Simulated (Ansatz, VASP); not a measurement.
**LuSnPd4: VASP beside Ansatz**

```
CELL_PARAMETERS angstrom
0.00000 3.64257 3.64257
3.64257 0.00000 3.64257
3.64257 3.64257 0.00000
ATOMIC_POSITIONS crystal
Lu 0.00000 0.00000 0.00000
Sn 0.25000 0.25000 0.25000
Pd 0.62300 0.62300 0.62300
Pd 0.13100 0.62300 0.62300
Pd 0.62300 0.62300 0.13100
Pd 0.62300 0.13100 0.62300
```

Alike in both runs: task single point; functional PBEsol; k mesh 8 × 8 × 8; occupations gaussian, width 0.0717 eV; no spin polarisation.

|  | VASP | Ansatz |
| --- | --- | --- |
| version | VASP 6.6.1 | Ansatz 0.2.0 |
| potentials or method | VASP PAW PBE potentials, release 64 (Lu, Sn_d, Pd), cutoff 520 eV | PAW plane waves |
| valence electrons in the cell | 79 | 111 |

|  | VASP | Ansatz | Ansatz less VASP |
| --- | --- | --- | --- |
| pressure (GPa) | 12.9 | 12.9 | +0.05 |
| rms of the force components (eV/Å) | 0.556 | 0.563 | +0.0072 |

VASP's potentials were made for PBE, not for PBEsol. Atom by atom the forces differ by 0.007 eV/Å (rms over components). With one functional, cell and mesh, what is left measures potentials, basis and numerics. VASP's potentials hold 79 valence electrons a cell and Ansatz's 111, so a difference there can come from the potentials and not from the codes.

Spin-orbit coupling is off throughout.
